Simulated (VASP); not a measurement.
# Ir (Fm-3m) in VASP: settings compared, part 2 of 2

VASP 6.6.1. Earlier steps stand in the parts before.

**4. Relaxation of cell and atoms, BLYP**

INCAR reads:

```
AGGAC = 1.0
AGGAX = 1.0
ALDAC = 0.0
ALDAX = 1.0
ALGO = Normal
EDIFF = 1E-6
EDIFFG = -0.01
ENCUT = 600
GGA = B5
IBRION = 2
ISIF = 3
ISMEAR = -1
LASPH = True
LCHARG = False
LREAL = False
LWAVE = False
NELM = 100
NSW = 60
PREC = Accurate
SIGMA = 0.05
```

KPOINTS reads:

```
k-points
0
Gamma
  12 12 12
```

POSCAR reads:

```
Ir
1.0
    0.0000000000      1.9156000000      1.9156000000
    1.9156000000      0.0000000000      1.9156000000
    1.9156000000      1.9156000000      0.0000000000
Ir
1
Direct
    0.0000000000      0.0000000000      0.0000000000
```

Potentials or basis: VASP PAW PBE potentials, release 64 (Ir).

The run is started by

```sh
$ cat potpaw_PBE.64/Ir/POTCAR > POTCAR
$ mpirun -np 1 vasp_std > vasp.out
```

OUTCAR:

```text
EDIFF = 1E-6
   EDIFFG = -0.01
   ENCUT = 600
   GGA = B5
   IBRION = 2
   ISIF = 3
   ISMEAR = -1
   LASPH = True
   LREAL = False
   NELM = 100
   NSW = 60
   PREC = Accurate

 ion  position               nearest neighbor table
   1  0.000  0.000  0.000-

  LATTYP: Found a face centered cubic cell.
 ALAT       =     3.8312000000

  Lattice vectors:

 A1 = (   0.0000000000,   1.9156000000,   1.9156000000)
 A2 = (   1.9156000000,   0.0000000000,   1.9156000000)
 A3 = (   1.9156000000,   1.9156000000,   0.0000000000)

Analysis of symmetry for initial positions (statically):
=====================================================================
 Subroutine PRICEL returns:
 Original cell was already a primitive cell.

 Routine SETGRP: Setting up the symmetry group for a
 face centered cubic supercell.

 Subroutine GETGRP returns: Found 48 space group operations
 (whereof 48 operations were pure point group operations)
 out of a pool of 48 trial point group operations.

The static configuration has the point symmetry O_h .

Analysis of symmetry for dynamics (positions and initial velocities):
=====================================================================
 Subroutine PRICEL returns:
 Original cell was already a primitive cell.

 Routine SETGRP: Setting up the symmetry group for a
 face centered cubic supercell.

 Subroutine GETGRP returns: Found 48 space group operations
 (whereof 48 operations were pure point group operations)
 out of a pool of 48 trial point group operations.

The dynamic configuration has the point symmetry O_h .

 Subroutine INISYM returns: Found 48 space group operations
 (whereof 48 operations are pure point group operations),
 and found     1 'primitive' translations

----------------------------------------------------------------------------------------

                                     Primitive cell

  volume of cell :      14.0587

  direct lattice vectors                    reciprocal lattice vectors
     0.000000000  1.915600000  1.915600000    -0.261014826  0.261014826  0.261014826
     1.915600000  0.000000000  1.915600000     0.261014826 -0.261014826  0.261014826
     1.915600000  1.915600000  0.000000000     0.261014826  0.261014826 -0.261014826

  length of vectors
     2.709067500  2.709067500  2.709067500     0.452090940  0.452090940  0.452090940

  position of ions in fractional coordinates (direct lattice)
     0.000000000  0.000000000  0.000000000

  ion indices of the primitive-cell ions
   primitive index   ion index
                 1           1

----------------------------------------------------------------------------------------

 KPOINTS: k-points

Automatic generation of k-mesh.
 Grid dimensions read from file:
 generate k-points for:   12   12   12

 Generating k-lattice:

  Cartesian coordinates                     Fractional coordinates (reciprocal lattice)
    -0.021751235  0.021751235  0.021751235     0.083333333  0.000000000  0.000000000
     0.021751235 -0.021751235  0.021751235     0.000000000  0.083333333  0.000000000
     0.021751235  0.021751235 -0.021751235     0.000000000  0.000000000  0.083333333

  Length of vectors
     0.037674245  0.037674245  0.037674245

  Shift w.r.t. Gamma in fractional coordinates (k-lattice)
     0.000000000  0.000000000  0.000000000

 Subroutine IBZKPT returns following result:
 ===========================================

 Found     72 irreducible k-points:

 Following reciprocal coordinates:
            Coordinates               Weight
  0.000000  0.000000  0.000000      1.000000
  0.083333  0.000000  0.000000      8.000000
  0.166667  0.000000  0.000000      8.000000
  0.250000  0.000000  0.000000      8.000000
  0.333333  0.000000  0.000000      8.000000
  0.416667  0.000000  0.000000      8.000000
[... 16 lines left out ...]
  0.500000  0.166667  0.000000     24.000000
 -0.416667  0.166667  0.000000     24.000000
 [... further k-points ...]
   k-points           NKPTS =     72   k-points in BZ     NKDIM =     72   number of bands    NBANDS=      8
   number of dos      NEDOS =    301   number of ions     NIONS =      1
   total plane-waves  NPLWV =  13824
   dimension x,y,z NGX =    24 NGY =   24 NGZ =   24
   dimension x,y,z NGXF=    48 NGYF=   48 NGZF=   48
   ions per type =               1
   NGX,Y,Z   is equivalent  to a cutoff of  14.73, 14.73, 14.73 a.u.
   NGXF,Y,Z  is equivalent  to a cutoff of  29.46, 29.46, 29.46 a.u.
 SYSTEM =  unknown system
   PREC   = accura    normal or accurate (medium, high low for compatibility)
   ISTART =      0    job   : 0-new  1-cont  2-samecut
   ICHARG =      2    charge: 1-file 2-atom 10-const
   ISPIN  =      1    spin polarized calculation?
   LNONCOLLINEAR =      F non collinear calculations
   LSORBIT =      F    spin-orbit coupling
   LASPH  =      T    aspherical Exc in radial PAW
   ENCUT  =  600.0 eV  44.10 Ry    6.64 a.u.   5.41  5.41  5.41*2*pi/ulx,y,z
   NELM   =    100;   NELMIN=  2; NELMDL= -5     # of ELM steps
   EDIFF  = 0.1E-05   stopping-criterion for ELM
   LREAL  =      F    real-space projection
   EDIFFG = -.1E-01   stopping-criterion for IOM
   NSW    =     60    number of steps for IOM
   IBRION =      2    ionic relax: 0-MD 1-quasi-New 2-CG
   NFREE  =      1    steps in history (QN), initial steepest desc. (CG)
   ISIF   =      3    stress and relaxation
   ISYM   =      2    0-nonsym 1-usesym 2-fastsym
   POTIM  = 0.5000    time-step for ionic-motion
   TEBEG  =    0.0;   TEEND  =   0.0 temperature during run
   PSTRESS=    0.0 pullay stress
   NELECT =       9.0000    total number of electrons
   NUPDOWN=      -1.0000    fix difference up-down
   EMIN   =  10.00;   EMAX   =-10.00  energy-range for DOS
   EFERMI =   0.00;   METHOD = LEGACY
   ISMEAR =    -1;   SIGMA  =   0.05  broadening in eV -4-tet -1-fermi 0-gaus
   EFERMI_NEDOS =   21; number of points for ismear=-14 and -15
   IALGO  =     38    algorithm
   IMIX   =      4    mixing-type and parameters
     AMIX     =   0.40;   BMIX     =  1.00
     AMIX_MAG =   1.60;   BMIX_MAG =  1.00
  volume/ion in A,a.u.               =      14.06        94.87
  Fermi-wavevector in a.u.,A,eV,Ry     =   1.410937  2.666284 27.085691  1.990742
  Thomas-Fermi vector in A             =   2.532839
   LORBIT       =      0    0 simple, 1 ext, 2 COOP (PROOUT), +10 PAW based schemes
   GGA     = B5    functional components
   LHFCALC =     F    Hartree Fock is set to
   AEXX    =    0.0000 exact exchange contribution
   IVDW    =     0    specifies the selected vdW correction
   LEPSILON=     F    determine dielectric tensor
   LRPA    =     F    only Hartree local field effects (RPA)
 conjugate gradient relaxation of ions
 non-spin polarized calculation
  energy-cutoff  :      600.00
  volume of cell :       14.06
 maximum number of plane-waves:       495
 NGX is ok and might be reduce to    24
   NGX = 11   NGY = 11   NGZ = 11

--------------------------------------- Ionic step        1  -------------------------------------------

 number of electron       9.0000000 magnetization

 Free energy of the ion-electron system (eV)
  ---------------------------------------------------
  ext. energy  EPLUGINS =         0.00000000
  ---------------------------------------------------
  free energy    TOTEN  =        -7.34401546 eV

  energy without entropy =       -7.33938480  energy(sigma->0) =       -7.34170013

 E-fermi :  11.1299     XC(G=0): -13.3119

 val. band max:       11.1099090994   @ k =  -0.3333   0.3333   0.0000
 cond. band min:      11.1328880298   @ k =  -0.2500   0.0833   0.0000
 fundamental gap:      0.0229789304
 Fermi energy:        11.1299070911

 k-point     1 :       0.0000    0.0000    0.0000
  band No.  band energies     occupation
      1       0.1298      2.00000
      2       7.1671      2.00000
      3       7.1671      2.00000
      4       7.1671      2.00000
      5       9.8675      2.00000
      6       9.8675      2.00000
      7      25.7540      0.00000
      8      31.2473      0.00000
[... 390 lines left out ...]
  energy  without entropy=       -7.4569909051  energy(sigma->0) =       -7.45980441

--------------------------------------- Ionic step        5  -------------------------------------------

 number of electron       9.0000000 magnetization

 Free energy of the ion-electron system (eV)
  ---------------------------------------------------
  ext. energy  EPLUGINS =         0.00000000
  ---------------------------------------------------
  free energy    TOTEN  =        -7.46266607 eV

  energy without entropy =       -7.45706491  energy(sigma->0) =       -7.45986549

 E-fermi :   9.6236     XC(G=0): -12.8066

 val. band max:        9.6168599970   @ k =  -0.3333   0.3333   0.0000
 cond. band min:       9.6316385444   @ k =  -0.2500   0.0833   0.0000
 fundamental gap:      0.0147785474
 Fermi energy:         9.6236483586

 k-point     1 :       0.0000    0.0000    0.0000
  band No.  band energies     occupation
      1      -0.4479      2.00000
      2       6.1780      2.00000
      3       6.1780      2.00000
      4       6.1780      2.00000
      5       8.5237      2.00000
      6       8.5237      2.00000
      7      24.4142      0.00000
      8      29.3840      0.00000
[... 281 lines left out ...]
  FREE ENERGIE OF THE ION-ELECTRON SYSTEM (eV)
  ---------------------------------------------------
  free  energy   TOTEN  =        -7.4626660749 eV

  energy  without entropy=       -7.4570649072  energy(sigma->0) =       -7.45986549

 reached required accuracy - stopping structural energy minimisation
```

CONTCAR:

```text
Ir
   1.00000000000000
    -0.0000000000000000    1.9724233696679214    1.9724233696679214
     1.9724233696679214    0.0000000000000000    1.9724233696679214
     1.9724233696679214    1.9724233696679214   -0.0000000000000000
  Ir
     1
Direct
     0.0000000000000000    0.0000000000000000    0.0000000000000000

  0.00000000E+00  0.00000000E+00  0.00000000E+00
```

It took 28 s on 1 thread of Intel Xeon 6975P-C (Granite Rapids), shared host; peak memory 0.16 GiB.

What came out:

```yaml
Free_energy: -7.4627 eV
Relaxed_volume: 15.35 Å³/atom
Relaxed_cell: a = 2.789 Å, b = 2.789 Å, c = 2.789 Å, α = 60.00°, β = 60.00°, γ = 60.00°
Space_group_after_relaxing_to_0.05_Å: Fm-3m (No. 225)
Energy_gained_by_relaxing: 118.7 meV/atom
Ionic_steps: 5
Pressure_after_relaxing: 0.0 GPa
```

Step by step:
| step | energy change (eV) | largest force (eV/Å) | pressure (GPa) | volume (Å³) |
| --- | --- | --- | --- | --- |
| 1 | 0.0000 | 0.0000 | 32.27 | 14.06 |
| 2 | 0.7666 | 0.0000 | -38.77 | 20.64 |
| 3 | -0.1165 | 0.0000 | -3.52 | 15.54 |
| 4 | -0.1186 | 0.0000 | -0.56 | 15.38 |
| 5 | -0.1187 | 0.0000 | 0.01 | 15.35 |

Final structure:
```
Ir
1.0
     0.00000    1.97242    1.97242
     1.97242    0.00000    1.97242
     1.97242    1.97242    0.00000
Ir
1
Direct
  0.00000 0.00000 0.00000
```

Levels at points of the mesh, in eV from the Fermi level:
```tsv
k point	band 1	band 2	band 3	band 4	band 5	band 6	band 7	band 8
(0.00, 0.00, 0.00)	-10.07	-3.45	-3.45	-3.45	-1.10	-1.10	14.79	19.76
(0.50, 0.00, 0.00)	-7.20	-3.52	-3.52	-0.22	0.75	0.75	6.51	14.34
(0.50, 0.50, 0.00)	-6.94	-6.46	0.71	1.25	1.25	2.00	9.47	11.51
```

Caveat: the PAW data sets were made with another functional, which shifts forces and pressure a little; spin-orbit coupling is left out, which moves the levels of the heavy elements. Zero-point motion and thermal expansion aren't in these numbers.

**5. Relaxation of cell and atoms, r2SCAN**

POSCAR is that of step 4.

INCAR.step1 reads:

```
ALGO = Normal
EDIFF = 1E-4
ENCUT = 600
GGA = PE
ISMEAR = -1
LASPH = True
LCHARG = False
LREAL = False
LWAVE = True
NELM = 60
PREC = Accurate
SIGMA = 0.05
```

INCAR.step2 reads:

```
ALGO = Normal
EDIFF = 1E-6
EDIFFG = -0.01
ENCUT = 600
IBRION = 2
ISIF = 3
ISMEAR = -1
ISTART = 1
LASPH = True
LCHARG = False
LMIXTAU = True
LREAL = False
LWAVE = False
METAGGA = R2SCAN
NELM = 60
NSW = 60
PREC = Accurate
SIGMA = 0.05
```

KPOINTS is that of step 4.

The run is started by

```sh
$ cat potpaw_PBE.64/Ir/POTCAR > POTCAR
$ cp INCAR.step1 INCAR
$ mpirun -np 1 vasp_std > vasp.out
$ cp INCAR.step2 INCAR
$ mpirun -np 1 vasp_std > vasp.out
```

It took 44 s on 1 thread of Intel Xeon 6975P-C (Granite Rapids), shared host; peak memory 0.16 GiB.

It converged, with:

```
Free energy                            : -52.3859 eV
Relaxed volume                         : 14.28 Å³/atom
Relaxed cell                           : a = 2.723 Å, b = 2.723 Å, c = 2.723 Å, α = 60.00°, β = 60.00°, γ = 60.00°
Space group after relaxing (to 0.05 Å) : Fm-3m (No. 225)
Energy gained by relaxing              : 4.2 meV/atom
Ionic steps                            : 4
Pressure after relaxing                : 0.0 GPa
```

Step by step:
```
step  energy change (eV)  largest force (eV/Å)  pressure (GPa)  volume (Å³)
   1              0.0000                0.0000            6.19        14.06
   2              0.0567                0.0000          -20.00        15.19
   3             -0.0042                0.0000           -0.15        14.29
   4             -0.0042                0.0000            0.01        14.28
```

Final structure:
```
CELL_PARAMETERS angstrom
0.00000 1.92563 1.92563
1.92563 0.00000 1.92563
1.92563 1.92563 0.00000
ATOMIC_POSITIONS crystal
Ir 0.00000 0.00000 0.00000
```

Levels at points of the mesh, in eV from the Fermi level:
| k point | band 1 | band 2 | band 3 | band 4 | band 5 | band 6 | band 7 | band 8 |
| --- | --- | --- | --- | --- | --- | --- | --- | --- |
| (0.00, 0.00, 0.00) | -11.46 | -3.97 | -3.97 | -3.97 | -1.30 | -1.30 | 15.10 | 20.90 |
| (0.50, 0.00, 0.00) | -8.34 | -4.12 | -4.12 | -0.71 | 0.89 | 0.89 | 7.53 | 14.72 |
| (0.50, 0.50, 0.00) | -8.13 | -7.55 | 0.79 | 1.51 | 1.51 | 1.75 | 10.91 | 12.25 |

Caveat: the PAW data sets were made with another functional, which shifts forces and pressure a little; spin-orbit coupling is left out, which moves the levels of the heavy elements. Zero-point motion and thermal expansion aren't in these numbers.

**6. The runs side by side**

| level | potentials or basis | gap on the mesh (eV) | pressure (GPa) | relaxed volume (Å³/atom) |
| --- | --- | --- | --- | --- |
| LDA | VASP PAW LDA potentials, release 64 (Ir) | none | -0.1 | 13.92 |
| PBE | VASP PAW PBE potentials, release 64 (Ir) | none | -0.1 | 14.51 |
| BLYP | VASP PAW PBE potentials, release 64 (Ir) | none | 0.0 | 15.35 |
| r2SCAN | VASP PAW PBE potentials, release 64 (Ir) | none | 0.0 | 14.28 |

Alike in all rows: task relaxation of cell and atoms; no spin polarisation; cell relaxed; k mesh 12 × 12 × 12; cutoff (eV) 600; smearing fermi-dirac 0.05 eV.

Caveats: spin-orbit coupling is left out, which moves the levels of the heavy elements; the PAW data sets were made with another functional, which shifts forces and pressure a little (some runs).

Absolute energies hang on the potentials; compare differences alone.
